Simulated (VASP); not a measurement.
# Li in VASP: a series of runs

Li is run at these levels: PBEsol, r2SCAN; tasks: single point.

Program: VASP 6.6.1. These are calculated values, not measurements. Logs are shortened: lines on timing, memory, paths and dates and some standing lists are left out, and cuts for length are marked.

### 1 The cell of the first run

The structure is trigonal, space group R3 (No. 146). Conventional cell: a = 6.362 Å, b = 6.362 Å, c = 7.560 Å, α = 90.00°, β = 90.00°, γ = 120.00°. Within 3.5 Å of Li (site symmetry 1) lie 6 Li at 2.69 to 2.77 Å. Li (site symmetry 3) has 6 Li at 2.71 to 2.77 Å within 3.6 Å.

### 2 Single point, PBEsol (strained and its atoms moved)

INCAR

```
PREC = Accurate ; ENCUT = 520
EDIFF = 1E-6 ; ISMEAR = 0
SIGMA = 0.1 ; LREAL = False
LASPH = True ; NELM = 100
ALGO = Fast ; ISIF = 2
LWAVE = False ; LCHARG = False
GGA = PS ; NBANDS = 14
```

KPOINTS

```
Automatic mesh
0
Gamma
  9 9 9
```

POSCAR

```
Li
1.0
    4.4541285225      0.0445444033     -0.0445444033
    0.0445444033      4.4541285225      0.0445444033
   -0.0445444033      0.0445444033      4.4541285225
Li
4
Direct
    0.8873891910      0.1129951369      0.6086840646
    0.3870048631      0.3913159354      0.3873891910
    0.1086840646      0.6126108090      0.8870048631
    0.6169218814      0.8830781186      0.1169218814
```

Potentials or basis: VASP PAW PBE potentials, release 64 (Li_sv).

Launch:

```sh
> cat potpaw_PBE.64/Li_sv/POTCAR > POTCAR
> mpirun -np 1 vasp_std > vasp.out
```

OUTCAR:

```text
PREC = Accurate
   ENCUT = 520
   EDIFF = 1E-6
   ISMEAR = 0
   LREAL = False
   LASPH = True
   NELM = 100
   ISIF = 2
   GGA = PS

 ion  position               nearest neighbor table
   1  0.887  0.113  0.609-
   2  0.387  0.391  0.387-
   3  0.109  0.613  0.887-
   4  0.617  0.883  0.117-

  LATTYP: Found a trigonal (rhomboedric) cell.
 ALAT       =     4.4545739754
 COS(alpha) =    -0.0198974060

  Lattice vectors:

 A1 = (  -0.0445444033,  -4.4541285225,  -0.0445444033)
 A2 = (   4.4541285225,   0.0445444033,  -0.0445444033)
 A3 = (  -0.0445444033,   0.0445444033,   4.4541285225)

Analysis of symmetry for initial positions (statically):
=====================================================================
 Subroutine PRICEL returns:
 Original cell was already a primitive cell.

 Routine SETGRP: Setting up the symmetry group for a
 trigonal (rhombohedral) supercell.

 Subroutine GETGRP returns: Found  3 space group operations
 (whereof  1 operations were pure point group operations)
 out of a pool of 12 trial point group operations.

The static configuration has the point symmetry C_1 .
 The point group associated with its full space group is C_3 .

Analysis of symmetry for dynamics (positions and initial velocities):
=====================================================================
 Subroutine PRICEL returns:
 Original cell was already a primitive cell.

 Routine SETGRP: Setting up the symmetry group for a
 trigonal (rhombohedral) supercell.

 Subroutine GETGRP returns: Found  3 space group operations
 (whereof  1 operations were pure point group operations)
 out of a pool of 12 trial point group operations.

The dynamic configuration has the point symmetry C_1 .
 The point group associated with its full space group is C_3 .

 Subroutine INISYM returns: Found  3 space group operations
 (whereof  1 operations are pure point group operations),
 and found     1 'primitive' translations

----------------------------------------------------------------------------------------

                                     Primitive cell

  volume of cell :      88.3399

  direct lattice vectors                    reciprocal lattice vectors
     4.454128522  0.044544403 -0.044544403     0.224556181 -0.002268405  0.002268405
     0.044544403  4.454128522  0.044544403    -0.002268405  0.224556181 -0.002268405
    -0.044544403  0.044544403  4.454128522     0.002268405 -0.002268405  0.224556181

  length of vectors
     4.454573975  4.454573975  4.454573975     0.224579094  0.224579094  0.224579094

  position of ions in fractional coordinates (direct lattice)
     0.887389191  0.112995137  0.608684065
     0.387004863  0.391315935  0.387389191
     0.108684065  0.612610809  0.887004863
     0.616921881  0.883078119  0.116921881

  ion indices of the primitive-cell ions
   primitive index   ion index
                 1           1
                 2           2
                 3           3
                 4           4

----------------------------------------------------------------------------------------

 KPOINTS: Automatic mesh

Automatic generation of k-mesh.
 Grid dimensions read from file:
 generate k-points for:    9    9    9

 Generating k-lattice:

  Cartesian coordinates                     Fractional coordinates (reciprocal lattice)
     0.024950687 -0.000252045  0.000252045     0.111111111  0.000000000  0.000000000
    -0.000252045  0.024950687 -0.000252045     0.000000000  0.111111111  0.000000000
     0.000252045 -0.000252045  0.024950687     0.000000000  0.000000000  0.111111111

  Length of vectors
     0.024953233  0.024953233  0.024953233

  Shift w.r.t. Gamma in fractional coordinates (k-lattice)
     0.000000000  0.000000000  0.000000000

 Subroutine IBZKPT returns following result:
 ===========================================

 Found    125 irreducible k-points:

 Following reciprocal coordinates:
            Coordinates               Weight
  0.000000  0.000000  0.000000      1.000000
  0.111111  0.000000 -0.000000      6.000000
  0.222222  0.000000 -0.000000      6.000000
  0.333333  0.000000 -0.000000      6.000000
  0.444444  0.000000 -0.000000      6.000000
  0.111111  0.111111  0.000000      6.000000
[... 16 lines left out ...]
  0.444444  0.222222 -0.000000      6.000000
  0.000000 -0.222222 -0.444444      6.000000
 [... further k-points ...]
   k-points           NKPTS =    125   k-points in BZ     NKDIM =    125   number of bands    NBANDS=     14
   number of dos      NEDOS =    301   number of ions     NIONS =      4
   total plane-waves  NPLWV =  46656
   dimension x,y,z NGX =    36 NGY =   36 NGZ =   36
   dimension x,y,z NGXF=    72 NGYF=   72 NGZF=   72
   ions per type =               4
   NGX,Y,Z   is equivalent  to a cutoff of  13.44, 13.44, 13.44 a.u.
   NGXF,Y,Z  is equivalent  to a cutoff of  26.87, 26.87, 26.87 a.u.
 SYSTEM =  unknown system
   PREC   = accura    normal or accurate (medium, high low for compatibility)
   ISTART =      0    job   : 0-new  1-cont  2-samecut
   ICHARG =      2    charge: 1-file 2-atom 10-const
   ISPIN  =      1    spin polarized calculation?
   LNONCOLLINEAR =      F non collinear calculations
   LSORBIT =      F    spin-orbit coupling
   LASPH  =      T    aspherical Exc in radial PAW
   ENCUT  =  520.0 eV  38.22 Ry    6.18 a.u.   8.28  8.28  8.28*2*pi/ulx,y,z
   NELM   =    100;   NELMIN=  2; NELMDL= -5     # of ELM steps
   EDIFF  = 0.1E-05   stopping-criterion for ELM
   LREAL  =      F    real-space projection
   EDIFFG = 0.1E-04   stopping-criterion for IOM
   NSW    =      0    number of steps for IOM
   IBRION =     -1    ionic relax: 0-MD 1-quasi-New 2-CG
   NFREE  =      0    steps in history (QN), initial steepest desc. (CG)
   ISIF   =      2    stress and relaxation
   ISYM   =      2    0-nonsym 1-usesym 2-fastsym
   POTIM  = 0.5000    time-step for ionic-motion
   TEBEG  =    0.0;   TEEND  =   0.0 temperature during run
   PSTRESS=    0.0 pullay stress
   NELECT =      12.0000    total number of electrons
   NUPDOWN=      -1.0000    fix difference up-down
   EMIN   =  10.00;   EMAX   =-10.00  energy-range for DOS
   EFERMI =   0.00;   METHOD = LEGACY
   ISMEAR =     0;   SIGMA  =   0.10  broadening in eV -4-tet -1-fermi 0-gaus
   EFERMI_NEDOS =   21; number of points for ismear=-14 and -15
   IALGO  =     68    algorithm
   IMIX   =      4    mixing-type and parameters
     AMIX     =   0.40;   BMIX     =  1.00
     AMIX_MAG =   1.60;   BMIX_MAG =  1.00
  volume/ion in A,a.u.               =      22.08       149.04
  Fermi-wavevector in a.u.,A,eV,Ry     =   0.841556  1.590310  9.635865  0.708216
  Thomas-Fermi vector in A             =   1.956119
   LORBIT       =      0    0 simple, 1 ext, 2 COOP (PROOUT), +10 PAW based schemes
   GGA     = PS    functional components
   LHFCALC =     F    Hartree Fock is set to
   AEXX    =    0.0000 exact exchange contribution
   IVDW    =     0    specifies the selected vdW correction
   LEPSILON=     F    determine dielectric tensor
   LRPA    =     F    only Hartree local field effects (RPA)
 non-spin polarized calculation
 RMM-DIIS sequential band-by-band and
 Gauss-broadening in eV      SIGMA  =   0.10
  energy-cutoff  :      520.00
  volume of cell :       88.34
 maximum number of plane-waves:      2399
 NGX is ok and might be reduce to    36
   NGX = 17   NGY = 17   NGZ = 17

 number of electron      12.0000005 magnetization

 Free energy of the ion-electron system (eV)
  ---------------------------------------------------
  ext. energy  EPLUGINS =         0.00000000
  ---------------------------------------------------
  free energy    TOTEN  =        -6.83044351 eV

  energy without entropy =       -6.81829845  energy(sigma->0) =       -6.82437098

 E-fermi :   0.5868     XC(G=0):  -6.8054

 val. band max:        0.5839882163   @ k =   0.1111  -0.2222   0.1111
 cond. band min:       0.5919387377   @ k =  -0.2222   0.2222   0.1111
 fundamental gap:      0.0079505214
 Fermi energy:         0.5867709002

 k-point     1 :       0.0000    0.0000    0.0000
  band No.  band energies     occupation
      1     -46.0726      2.00000
      2     -46.0345      2.00000
      3     -46.0345      2.00000
      4     -46.0067      2.00000
      5      -3.0062      2.00000
      6       2.5568      0.00000
      7       2.5568      0.00000
      8       2.5861      0.00000
      9       3.0168      0.00000
     10       3.0196      0.00000
     11       3.0196      0.00000
     12       8.4306      0.00000
     13       8.4382      0.00000
     14       8.6780      0.00000

 k-point     2 :       0.1111    0.0000   -0.0000
  band No.  band energies     occupation
      1     -46.0718      2.00000
      2     -46.0375      2.00000
      3     -46.0325      2.00000
      4     -46.0067      2.00000
      5      -2.9358      2.00000
      6       1.5853      0.00000
      7       2.6030      0.00000
      8       2.6159      0.00000
      9       3.0123      0.00000
     10       3.0869      0.00000
     11       4.1354      0.00000
     12       7.6465      0.00000
     13       8.0934      0.00000
     14       8.3873      0.00000

 k-point     3 :       0.2222    0.0000   -0.0000
  band No.  band energies     occupation
      1     -46.0691      2.00000
      2     -46.0415      2.00000
      3     -46.0310      2.00000
      4     -46.0066      2.00000
      5      -2.7235      2.00000
      6       0.5114      1.71370
      7       2.6886      0.00000
      8       2.7398      0.00000
      9       3.1818      0.00000
     10       3.3024      0.00000
     11       5.3207      0.00000
     12       6.7338      0.00000
     13       7.3166      0.00000
     14       7.6355      0.00000

 k-point     4 :       0.3333    0.0000   -0.0000
  band No.  band energies     occupation
      1     -46.0652      2.00000
      2     -46.0464      2.00000
      3     -46.0300      2.00000
      4     -46.0066      2.00000
      5      -2.3684      2.00000
      6      -0.4283      2.00000
      7       2.7840      0.00000
      8       2.8838      0.00000
      9       3.4642      0.00000
     10       3.6509      0.00000
     11       5.8563      0.00000
     12       6.1132      0.00000
     13       6.3840      0.00000
     14       7.0329      0.00000

 k-point     5 :       0.4444    0.0000   -0.0000
  band No.  band energies     occupation
      1     -46.0610      2.00000
      2     -46.0510      2.00000
      3     -46.0295      2.00000
      4     -46.0067      2.00000
      5      -1.8686      2.00000
      6      -1.2221      2.00000
      7       2.8484      0.00000
      8       2.9778      0.00000
      9       3.7768      0.00000
     10       4.0070      0.00000
     11       5.3609      0.00000
[... 276 lines left out ...]
 k-point    22 :       0.0000   -0.2222   -0.3333
  band No.  band energies     occupation
      1     -46.0637      2.00000
      2     -46.0437      2.00000
      3     -46.0336      2.00000
      4     -46.0070      2.00000
      5      -2.1063      2.00000
      6      -0.1676      2.00000
      7       1.2892      0.00000
      8       2.5485      0.00000
      9       3.3827      0.00000
     10       3.9751      0.00000
     11       6.1327      0.00000
     12       6.5181      0.00000
     13       6.6876      0.00000
     14       8.0211      0.00000

 k-point    23 :       0.4444    0.2222   -0.0000
  band No.  band energies     occupation
      1     -46.0602      2.00000
      2     -46.0485      2.00000
      3     -46.0320      2.00000
      4     -46.0075      2.00000
      5      -1.6164      2.00000
      6      -0.9324      2.00000
      7       1.7117      0.00000
      8       2.0396      0.00000
      9       3.7290      0.00000
     10       3.9770      0.00000
     11       5.7182      0.00000
     12       6.1176      0.00000
     13       7.1932      0.00000
     14       7.9773      0.00000

 k-point    24 :       0.0000   -0.2222   -0.4444
  band No.  band energies     occupation
      1     -46.0602      2.00000
      2     -46.0485      2.00000
      3     -46.0321      2.00000
      4     -46.0075      2.00000
      5      -1.6174      2.00000
      6      -0.9326      2.00000
      7       1.7253      0.00000
      8       2.0689      0.00000
      9       3.6243      0.00000
     10       3.8972      0.00000
     11       6.0112      0.00000
     12       6.2351      0.00000
     13       7.0654      0.00000
     14       7.9862      0.00000

 [... further k-points ...]
[... 5 lines left out ...]
  --------------------------------------------------------------------------------------
  -------------------------------------------------------------------------------------
  Total       -0.0256368     -0.0256368     -0.0256368     -0.0586832     -0.0586832      0.0586832
  in kB       -0.4649620     -0.4649620     -0.4649620     -1.0643089     -1.0643089      1.0643089
  external PRESSURE =      -0.4649620 kB  Pullay stress =       0.0000000 kB

 VOLUME and BASIS-vectors are now :
 -----------------------------------------------------------------------------
  energy-cutoff  :      520.00
  volume of cell :       88.34
      direct lattice vectors                 reciprocal lattice vectors
     4.454128522  0.044544403 -0.044544403     0.224556181 -0.002268405  0.002268405
     0.044544403  4.454128522  0.044544403    -0.002268405  0.224556181 -0.002268405
    -0.044544403  0.044544403  4.454128522     0.002268405 -0.002268405  0.224556181

 POSITION                                       TOTAL-FORCE (eV/Angst)
 -----------------------------------------------------------------------------------
      3.93047      0.56994      2.67666         0.138905     -0.014474     -0.049170
      1.72394      1.77747      1.72567         0.014474      0.049170      0.138905
      0.47187      2.77300      3.97328        -0.049170     -0.138905      0.014474
      2.78198      3.96603      0.53264        -0.104209      0.104209     -0.104209
 -----------------------------------------------------------------------------------
    total drift:                                0.000581     -0.000579      0.000584

  FREE ENERGIE OF THE ION-ELECTRON SYSTEM (eV)
  ---------------------------------------------------
  free  energy   TOTEN  =        -6.8304435096 eV

  energy  without entropy=       -6.8182984515  energy(sigma->0) =       -6.82437098
```

It took 1.9 min on 1 thread of AMD EPYC 9R45 (Zen 5), shared host; peak memory 0.23 GiB.

Results:

```yaml
Free_energy: -6.8304 eV
Largest_force: 0.180 eV/Å
Band_gap_on_the_k_mesh: zero (band 6 reaches 2.56 eV, above the bottom of band 7 at 0.27 eV)
```

Forces on the atoms (eV/Å):
```
Li   0.139 -0.014 -0.049
Li   0.014  0.049  0.139
Li  -0.049 -0.139  0.014
Li  -0.104  0.104 -0.104
```

Levels at points of the mesh, in eV from the Fermi level:
| k point | band 4 | band 5 | band 6 | band 7 | band 8 | band 9 |
| --- | --- | --- | --- | --- | --- | --- |
| (0.00, 0.00, 0.00) | -46.59 | -3.59 | 1.97 | 1.97 | 2.00 | 2.43 |

Caveat: the cell differs from its parent crystal (strained and its atoms moved); the cutoff is under 1.25 times the usual one of these potentials, so pressure, stress and relaxed cells hold a basis-set (Pulay) error; the PAW data sets were made with another functional, which shifts forces and pressure a little.

[end of part 1 of 2]
